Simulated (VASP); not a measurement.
# AlNi3 (Pm-3m) in VASP: a series of runs

AlNi3 is run at these levels: PBEsol, PBE; tasks: single point.

Program: VASP 6.6.1. These are calculated values, not measurements. Logs are shortened: lines on timing, memory, paths and dates and some standing lists are left out, and cuts for length are marked.

## (1) The cell of the first run

It takes space group Pm-3m (No. 221, cubic). Conventional cell: a = 3.523 Å, b = 3.523 Å, c = 3.523 Å, α = 90.00°, β = 90.00°, γ = 90.00°. Ni (site symmetry 4/mmm) has 8 Ni at 2.49 Å and 4 Al at 2.49 Å within 3.3 Å. Within 3.3 Å of Al (site symmetry m-3m) lie 12 Ni at 2.49 Å.

## (2) Single point, PBEsol

File INCAR:

```
ALGO     = Normal         # electronic algorithm
EDIFF    = 1E-6           # SCF threshold, eV
ENCUT    = 520            # plane-wave cutoff, eV
GGA      = PS             # functional
ISIF     = 2              # what is computed and relaxed
ISMEAR   = -1             # smearing method
LASPH    = T              # aspherical terms in the spheres
LCHARG   = F              # write CHGCAR
LREAL    = F              # projectors in reciprocal space
LWAVE    = F              # write WAVECAR
NBANDS   = 24             # bands
NELM     = 80             # most SCF steps
PREC     = Accurate       # precision mode
SIGMA    = 0.05           # smearing width, eV
```

File KPOINTS:

```
k-points
0
Gamma
  8 8 8
```

File POSCAR:

```
AlNi3
1.0
    3.5230547267      0.0000000000      0.0000000000
    0.0000000000      3.5230547267      0.0000000000
    0.0000000000      0.0000000000      3.5230547267
Ni Al
3 1
Direct
    0.5000000000      0.5000000000      0.0000000000
    0.5000000000      0.0000000000      0.5000000000
    0.0000000000      0.5000000000      0.5000000000
    0.0000000000      0.0000000000      0.0000000000
```

Potentials or basis: VASP PAW PBE potentials, release 64 (Ni, Al).

The run is started by

```sh
> cat potpaw_PBE.64/Ni/POTCAR potpaw_PBE.64/Al/POTCAR > POTCAR
> mpirun -np 1 vasp_std > vasp.out
```

OUTCAR:

```text
EDIFF = 1E-6
   ENCUT = 520
   GGA = PS
   ISIF = 2
   ISMEAR = -1
   LASPH = T
   LREAL = F
   NELM = 80
   PREC = Accurate

 ion  position               nearest neighbor table
   1  0.500  0.500  0.000-   2 2.49   3 2.49   4 2.49   2 2.49   3 2.49   2 2.49   4 2.49   2 2.49
                             3 2.49   4 2.49   3 2.49   4 2.49
   2  0.500  0.000  0.500-   1 2.49   3 2.49   4 2.49   1 2.49   4 2.49   1 2.49   3 2.49   1 2.49
                             3 2.49   4 2.49   4 2.49   3 2.49
   3  0.000  0.500  0.500-   1 2.49   2 2.49   4 2.49   1 2.49   4 2.49   2 2.49   4 2.49   4 2.49
                             1 2.49   2 2.49   1 2.49   2 2.49
   4  0.000  0.000  0.000-   1 2.49   2 2.49   3 2.49   2 2.49   3 2.49   1 2.49   3 2.49   3 2.49
                             1 2.49   2 2.49   2 2.49   1 2.49

  LATTYP: Found a simple cubic cell.
 ALAT       =     3.5230547267

  Lattice vectors:

 A1 = (   3.5230547267,   0.0000000000,   0.0000000000)
 A2 = (   0.0000000000,   3.5230547267,   0.0000000000)
 A3 = (   0.0000000000,   0.0000000000,   3.5230547267)

Analysis of symmetry for initial positions (statically):
=====================================================================
 Subroutine PRICEL returns:
 Original cell was already a primitive cell.

 Routine SETGRP: Setting up the symmetry group for a
 simple cubic supercell.

 Subroutine GETGRP returns: Found 48 space group operations
 (whereof 48 operations were pure point group operations)
 out of a pool of 48 trial point group operations.

The static configuration has the point symmetry O_h .

Analysis of symmetry for dynamics (positions and initial velocities):
=====================================================================
 Subroutine PRICEL returns:
 Original cell was already a primitive cell.

 Routine SETGRP: Setting up the symmetry group for a
 simple cubic supercell.

 Subroutine GETGRP returns: Found 48 space group operations
 (whereof 48 operations were pure point group operations)
 out of a pool of 48 trial point group operations.

The dynamic configuration has the point symmetry O_h .

 Subroutine INISYM returns: Found 48 space group operations
 (whereof 48 operations are pure point group operations),
 and found     1 'primitive' translations

----------------------------------------------------------------------------------------

                                     Primitive cell

[... 88 lines left out ...]
   ISPIN  =      1    spin polarized calculation?
   LNONCOLLINEAR =      F non collinear calculations
   LSORBIT =      F    spin-orbit coupling
   LASPH  =      T    aspherical Exc in radial PAW
   ENCUT  =  520.0 eV  38.22 Ry    6.18 a.u.   6.55  6.55  6.55*2*pi/ulx,y,z
   NELM   =     80;   NELMIN=  2; NELMDL= -5     # of ELM steps
   EDIFF  = 0.1E-05   stopping-criterion for ELM
   LREAL  =      F    real-space projection
   EDIFFG = 0.1E-04   stopping-criterion for IOM
   NSW    =      0    number of steps for IOM
   IBRION =     -1    ionic relax: 0-MD 1-quasi-New 2-CG
   NFREE  =      0    steps in history (QN), initial steepest desc. (CG)
   ISIF   =      2    stress and relaxation
   ISYM   =      2    0-nonsym 1-usesym 2-fastsym
   POTIM  = 0.5000    time-step for ionic-motion
   TEBEG  =    0.0;   TEEND  =   0.0 temperature during run
   PSTRESS=    0.0 pullay stress
   NELECT =      33.0000    total number of electrons
   NUPDOWN=      -1.0000    fix difference up-down
   EMIN   =  10.00;   EMAX   =-10.00  energy-range for DOS
   EFERMI =   0.00;   METHOD = LEGACY
   ISMEAR =    -1;   SIGMA  =   0.05  broadening in eV -4-tet -1-fermi 0-gaus
   EFERMI_NEDOS =   21; number of points for ismear=-14 and -15
   IALGO  =     38    algorithm
   IMIX   =      4    mixing-type and parameters
     AMIX     =   0.40;   BMIX     =  1.00
     AMIX_MAG =   1.60;   BMIX_MAG =  1.00
  volume/ion in A,a.u.               =      10.93        73.77
  Fermi-wavevector in a.u.,A,eV,Ry     =   1.490482  2.816603 30.225843  2.221537
  Thomas-Fermi vector in A             =   2.603258
   LORBIT       =      0    0 simple, 1 ext, 2 COOP (PROOUT), +10 PAW based schemes
   GGA     = PS    functional components
   LHFCALC =     F    Hartree Fock is set to
   AEXX    =    0.0000 exact exchange contribution
   IVDW    =     0    specifies the selected vdW correction
   LEPSILON=     F    determine dielectric tensor
   LRPA    =     F    only Hartree local field effects (RPA)
 non-spin polarized calculation
  energy-cutoff  :      520.00
  volume of cell :       43.73
 maximum number of plane-waves:      1208
 NGX is ok and might be reduce to    28
   NGX = 13   NGY = 13   NGZ = 13

 number of electron      32.9999980 magnetization

 Free energy of the ion-electron system (eV)
  ---------------------------------------------------
  ext. energy  EPLUGINS =         0.00000000
  ---------------------------------------------------
  free energy    TOTEN  =       -24.29744765 eV

  energy without entropy =      -24.25388761  energy(sigma->0) =      -24.27566763

 E-fermi :   9.7384     XC(G=0): -13.0030

 val. band max:        9.7288432618   @ k =   0.3750   0.3750   0.3750
 cond. band min:       9.7700725052   @ k =   0.2500   0.2500   0.2500
 fundamental gap:      0.0412292434
 Fermi energy:         9.7384377555

 k-point     1 :       0.0000    0.0000    0.0000
  band No.  band energies     occupation
      1      -0.4182      2.00000
      2       5.3334      2.00000
      3       6.0528      2.00000
      4       6.0528      2.00000
      5       6.4779      2.00000
      6       6.4779      2.00000
[... 637 lines left out ...]
     23      19.5224      0.00000
     24      20.2599      0.00000

 [... further k-points ...]
[... 5 lines left out ...]
  --------------------------------------------------------------------------------------
  -------------------------------------------------------------------------------------
  Total       -0.1892309     -0.1892309     -0.1892309     -0.0000000     -0.0000000      0.0000000
  in kB       -6.9333729     -6.9333729     -6.9333729     -0.0000000     -0.0000000      0.0000000
  external PRESSURE =      -6.9333729 kB  Pullay stress =       0.0000000 kB

 VOLUME and BASIS-vectors are now :
 -----------------------------------------------------------------------------
  energy-cutoff  :      520.00
  volume of cell :       43.73
      direct lattice vectors                 reciprocal lattice vectors
     3.523054727  0.000000000  0.000000000     0.283844583  0.000000000  0.000000000
     0.000000000  3.523054727  0.000000000     0.000000000  0.283844583  0.000000000
     0.000000000  0.000000000  3.523054727     0.000000000  0.000000000  0.283844583

 POSITION                                       TOTAL-FORCE (eV/Angst)
 -----------------------------------------------------------------------------------
      1.76153      1.76153      0.00000         0.000000      0.000000      0.000000
      1.76153      0.00000      1.76153         0.000000      0.000000      0.000000
      0.00000      1.76153      1.76153         0.000000      0.000000      0.000000
      0.00000      0.00000      0.00000         0.000000      0.000000      0.000000
 -----------------------------------------------------------------------------------
    total drift:                                0.000000      0.000000      0.000000

  FREE ENERGIE OF THE ION-ELECTRON SYSTEM (eV)
  ---------------------------------------------------
  free  energy   TOTEN  =       -24.2974476506 eV

  energy  without entropy=      -24.2538876129  energy(sigma->0) =      -24.27566763
```

OSZICAR:

```text
N       E                     dE             d eps       ncg     rms          rms(c)
DAV:   1     0.187164187271E+03    0.18716E+03   -0.14096E+04  1688   0.176E+03
DAV:   2    -0.195365747434E+02   -0.20670E+03   -0.19435E+03  1688   0.324E+02
DAV:   3    -0.290720548471E+02   -0.95355E+01   -0.91107E+01  2024   0.953E+01
DAV:   4    -0.292096350171E+02   -0.13758E+00   -0.13752E+00  2072   0.101E+01
DAV:   5    -0.292140469014E+02   -0.44119E-02   -0.44118E-02  2224   0.165E+00    0.211E+01
DAV:   6    -0.299525664996E+02   -0.73852E+00   -0.49119E+01  1928   0.126E+02    0.216E+01
DAV:   7    -0.243854659362E+02    0.55671E+01   -0.16784E+01  1936   0.682E+01    0.240E+00
DAV:   8    -0.243227168037E+02    0.62749E-01   -0.32012E-01  1840   0.455E+00    0.120E+00
DAV:   9    -0.242984079032E+02    0.24309E-01   -0.22624E-02  2424   0.197E+00    0.193E-01
DAV:  10    -0.242974630555E+02    0.94485E-03   -0.15601E-03  1816   0.341E-01    0.974E-02
DAV:  11    -0.242974508005E+02    0.12255E-04   -0.97081E-05  2224   0.959E-02    0.348E-02
DAV:  12    -0.242974517404E+02   -0.93989E-06   -0.11089E-05  1912   0.350E-02    0.185E-02
DAV:  13    -0.242974476477E+02    0.40926E-05   -0.89298E-07  1528   0.997E-03    0.346E-03
DAV:  14    -0.242974476506E+02   -0.28526E-08   -0.40093E-07  1000   0.591E-03
   1 F= -.24297448E+02 E0= -.24275668E+02  d E =-.435600E-01
```

Wall time 57 s (1 thread of Intel Xeon 8259CL, shared host); peak memory 0.17 GiB.

What came out:

| Item | Value |
| --- | --- |
| Free energy | -24.2974 eV |
| Pressure | -0.7 GPa |
| Band gap on the k mesh | zero (an odd number of electrons rules out a gap without spin polarisation) |

Levels at points of the mesh, in eV from the Fermi level:
```
           k point  band 14  band 15  band 16  band 17  band 18  band 19  band 20  band 21
(0.00, 0.00, 0.00)     0.18     0.18     0.18     0.89     0.89     0.89     6.80     6.80
(0.50, 0.00, 0.00)    -1.07    -0.91    -0.36     0.18     5.72     5.72     5.73     5.73
(0.50, 0.50, 0.00)    -1.13    -0.85    -0.78    -0.48     1.07     1.07     8.35     8.35
(0.50, 0.50, 0.50)    -0.96    -0.96    -0.23    -0.03    -0.03    -0.03     3.70     4.29
```

Caveat: the PAW data sets were made with another functional, which shifts forces and pressure a little. Spin polarisation is off, so any magnetic state and its effect on volume and gap are missing.

## (3) Single point, PBE, collinear spin, ferromagnetic start

This run uses another cell than the first one, of 10.28 Å³/atom.

File INCAR:

```
SYSTEM = AlNi3
PREC     = Accurate       ! precision mode
ENCUT    = 520            ! plane-wave cutoff, eV
EDIFF    = 1E-6           ! SCF threshold, eV
ISMEAR   = -1             ! smearing method
SIGMA    = 0.05           ! smearing width, eV
LREAL    = .False.        ! projectors in reciprocal space
LASPH    = .True.         ! aspherical terms in the spheres
NELM     = 150            ! most SCF steps
ALGO     = Normal         ! electronic algorithm
ISIF     = 2              ! what is computed and relaxed
LWAVE    = .False.        ! write WAVECAR
LCHARG   = .False.        ! write CHGCAR
ISPIN    = 2              ! spin polarisation
MAGMOM   = 1 1 1 0        ! initial moments
LORBIT   = 11             ! projections on sites
LMAXMIX  = 4              ! l up to which the mixer works
GGA      = PE             ! functional
NBANDS   = 28             ! bands
```

File KPOINTS:

```
Automatic mesh
0
Gamma
  8 8 8
  0 0 0
```

File POSCAR:

```
AlNi3
1.0
    3.4511354705      0.0000000000      0.0000000000
    0.0000000000      3.4511354705      0.0000000000
    0.0000000000      0.0000000000      3.4511354705
Ni Al
3 1
Direct
    0.5000000000      0.5000000000      0.0000000000
    0.5000000000      0.0000000000      0.5000000000
    0.0000000000      0.5000000000      0.5000000000
    0.0000000000      0.0000000000      0.0000000000
```

Potentials or basis: VASP PAW PBE potentials, release 64 (Ni, Al).

The run is started by

```sh
> cat potpaw_PBE.64/Ni/POTCAR potpaw_PBE.64/Al/POTCAR > POTCAR
> mpirun -np 1 vasp_std > vasp.out
```

OUTCAR:

```text
SYSTEM = AlNi3
   PREC = Accurate
   ENCUT = 520
   EDIFF = 1E-6
   ISMEAR = -1
   LREAL = .False.
   LASPH = .True.
   NELM = 150
   ISIF = 2
   ISPIN = 2
   LORBIT = 11
   GGA = PE

 ion  position               nearest neighbor table
   1  0.500  0.500  0.000-   2 2.44   3 2.44   4 2.44   2 2.44   3 2.44   2 2.44   4 2.44   2 2.44
                             3 2.44   4 2.44   3 2.44   4 2.44
   2  0.500  0.000  0.500-   1 2.44   3 2.44   4 2.44   1 2.44   4 2.44   1 2.44   3 2.44   1 2.44
                             3 2.44   4 2.44   4 2.44   3 2.44
   3  0.000  0.500  0.500-   1 2.44   2 2.44   4 2.44   1 2.44   4 2.44   2 2.44   4 2.44   4 2.44
                             1 2.44   2 2.44   1 2.44   2 2.44
   4  0.000  0.000  0.000-   1 2.44   2 2.44   3 2.44   2 2.44   3 2.44   1 2.44   3 2.44   3 2.44
                             1 2.44   2 2.44   2 2.44   1 2.44

  LATTYP: Found a simple cubic cell.
 ALAT       =     3.4511354705

  Lattice vectors:

 A1 = (   3.4511354705,   0.0000000000,   0.0000000000)
 A2 = (   0.0000000000,   3.4511354705,   0.0000000000)
 A3 = (   0.0000000000,   0.0000000000,   3.4511354705)

Analysis of symmetry for initial positions (statically):
=====================================================================
[... 1698 lines left out ...]
  -------------------------------------------------------------------------------------
  Total        5.7377936      5.7377936      5.7377936      0.0000000     -0.0000000      0.0000000
  in kB      223.6502979    223.6502979    223.6502979      0.0000000     -0.0000000      0.0000000
  external PRESSURE =     223.6502979 kB  Pullay stress =       0.0000000 kB

 VOLUME and BASIS-vectors are now :
 -----------------------------------------------------------------------------
  energy-cutoff  :      520.00
  volume of cell :       41.10
      direct lattice vectors                 reciprocal lattice vectors
     3.451135471  0.000000000  0.000000000     0.289759706  0.000000000  0.000000000
     0.000000000  3.451135471  0.000000000     0.000000000  0.289759706  0.000000000
     0.000000000  0.000000000  3.451135471     0.000000000  0.000000000  0.289759706

 POSITION                                       TOTAL-FORCE (eV/Angst)
 -----------------------------------------------------------------------------------
      1.72557      1.72557      0.00000         0.000000      0.000000      0.000000
      1.72557      0.00000      1.72557         0.000000      0.000000      0.000000
      0.00000      1.72557      1.72557         0.000000      0.000000      0.000000
      0.00000      0.00000      0.00000         0.000000      0.000000      0.000000
 -----------------------------------------------------------------------------------
    total drift:                                0.000000      0.000000      0.000000

  FREE ENERGIE OF THE ION-ELECTRON SYSTEM (eV)
  ---------------------------------------------------
  free  energy   TOTEN  =       -21.6356461643 eV

  energy  without entropy=      -21.6057356336  energy(sigma->0) =      -21.62069090

 total charge

# of ion       s       p       d       tot
------------------------------------------
    1        0.536   0.607   8.431   9.574
    2        0.536   0.607   8.431   9.574
    3        0.536   0.607   8.431   9.574
    4        0.421   0.434   0.000   0.855
--------------------------------------------------
tot          2.030   2.253  25.292  29.576

 magnetization (x)

# of ion       s       p       d       tot
------------------------------------------
    1       -0.003  -0.008   0.221   0.210
    2       -0.003  -0.008   0.221   0.210
    3       -0.003  -0.008   0.221   0.210
    4       -0.001  -0.007   0.000  -0.007
--------------------------------------------------
tot         -0.008  -0.032   0.663   0.624
```

It took 2.5 min on 1 thread of Intel Xeon 8259CL, shared host; peak memory 0.21 GiB.

Results:

```yaml
Free_energy: -21.6356 eV
Pressure: 22.4 GPa
Net_moment: 0.60 μB per cell
Site_moments: Ni +0.21; Al -0.01 μB
Valence_electrons_inside_the_program's_atomic_spheres: Ni 9.57; Al 0.85
```

Levels at points of the mesh, in eV from the Fermi level:
Spin up:
```csv
k point,band 15,band 16,band 17,band 18,band 19,band 20
"(0.00, 0.00, 0.00)",0.00,0.00,0.90,0.90,0.90,7.09
"(0.50, 0.00, 0.00)",-1.13,-0.52,0.00,5.90,5.90,6.00
"(0.50, 0.50, 0.00)",-1.04,-1.04,-0.62,1.02,1.02,8.63
"(0.50, 0.50, 0.50)",-1.16,-0.31,-0.21,-0.21,-0.21,4.02
```
Spin down:
| k point | band 13 | band 14 | band 15 | band 16 | band 17 | band 18 | band 19 | band 20 |
| --- | --- | --- | --- | --- | --- | --- | --- | --- |
| (0.00, 0.00, 0.00) | 0.01 | 0.37 | 0.37 | 0.37 | 0.87 | 0.87 | 0.87 | 7.17 |
| (0.50, 0.00, 0.00) | -1.06 | -1.06 | -0.93 | -0.36 | 0.37 | 5.95 | 5.95 | 6.04 |
| (0.50, 0.50, 0.00) | -1.29 | -1.21 | -0.89 | -0.69 | -0.51 | 1.26 | 1.26 | 8.67 |
| (0.50, 0.50, 0.50) | -1.31 | -1.01 | -1.01 | -0.32 | 0.11 | 0.11 | 0.11 | 4.09 |

Caveat: the cell stands under pressure.

## (4) Single point, PBE, collinear spin, ferromagnetic start

This run uses another cell than the first one, of 10.49 Å³/atom.

File INCAR:

```
PREC = Accurate
ENCUT = 520
EDIFF = 1E-7
ISMEAR = -1
SIGMA = 0.05
LREAL = F
LASPH = T
NELM = 150
ALGO = Fast
ISIF = 2
LWAVE = F
LCHARG = F
ISPIN = 2
MAGMOM = 1 1 1 0
LORBIT = 11
LMAXMIX = 4
GGA = PE
NBANDS = 28
```

File KPOINTS:

```
regular mesh
0
Gamma
  8 8 8
```

File POSCAR:

```
AlNi3
1.0
    3.4754400422      0.0000000000      0.0000000000
    0.0000000000      3.4754400422      0.0000000000
    0.0000000000      0.0000000000      3.4754400422
Ni Al
3 1
Direct
    0.5000000000      0.5000000000      0.0000000000
    0.5000000000      0.0000000000      0.5000000000
    0.0000000000      0.5000000000      0.5000000000
    0.0000000000      0.0000000000      0.0000000000
```

The run is started by

```sh
> cat potpaw_PBE.64/Ni/POTCAR potpaw_PBE.64/Al/POTCAR > POTCAR
> mpirun -np 1 vasp_std > vasp.out
```

Run time: 3 min. Hardware: 1 thread of Intel Xeon 8259CL, shared host; peak memory 0.21 GiB.

It converged, with:

| Property | Result |
| --- | --- |
| Free energy | -21.7423 eV |
| Pressure | 16.8 GPa |
| Net moment | 0.63 μB per cell |
| Site moments | Ni +0.22; Al -0.01 μB |
| Valence electrons inside the program's atomic spheres | Ni 9.53; Al 0.84 |

Levels at points of the mesh, in eV from the Fermi level:
Spin up:
```
           k point  band 15  band 16  band 17  band 18  band 19  band 20
(0.00, 0.00, 0.00)    -0.02    -0.02     0.89     0.89     0.89     6.97
(0.50, 0.00, 0.00)    -1.11    -0.52    -0.02     5.83     5.83     5.88
(0.50, 0.50, 0.00)    -1.02    -1.02    -0.61     0.97     0.97     8.52
(0.50, 0.50, 0.50)    -1.14    -0.28    -0.22    -0.22    -0.22     3.86
```
Spin down:
| k point | band 13 | band 14 | band 15 | band 16 | band 17 | band 18 | band 19 | band 20 |
| --- | --- | --- | --- | --- | --- | --- | --- | --- |
| (0.00, 0.00, 0.00) | 0.01 | 0.36 | 0.36 | 0.36 | 0.86 | 0.86 | 0.86 | 7.05 |
| (0.50, 0.00, 0.00) | -1.03 | -1.03 | -0.90 | -0.35 | 0.36 | 5.88 | 5.88 | 5.93 |
| (0.50, 0.50, 0.00) | -1.25 | -1.18 | -0.86 | -0.66 | -0.50 | 1.23 | 1.23 | 8.56 |
| (0.50, 0.50, 0.50) | -1.27 | -0.98 | -0.98 | -0.29 | 0.11 | 0.11 | 0.11 | 3.94 |

Caveat: the cell stands under pressure.

## (5) Summary

```csv
level,spin,cell,gap on the mesh (eV),pressure (GPa),moment (μB)
PBEsol,off,"a = 3.523 Å, 4 atoms",none,-0.7,-
PBE,"collinear, ferromagnetic start","a = 3.451 Å, 4 atoms",none,22.4,0.60
PBE,"collinear, ferromagnetic start","a = 3.475 Å, 4 atoms",none,16.8,0.63
```

Alike in all rows: task single point; potentials or basis VASP PAW PBE potentials, release 64 (Ni, Al); k mesh 8 × 8 × 8; cutoff (eV) 520; smearing fermi-dirac 0.05 eV.

Caveats: the cell stands under pressure (at least some runs); the PAW data sets were made with another functional, which shifts forces and pressure a little (at least some runs).

Total energies depend on the potentials used, so only differences within one code and one set of settings carry meaning.

The gap in the log of VASP goes by the Fermi energy; the results here count the filled bands.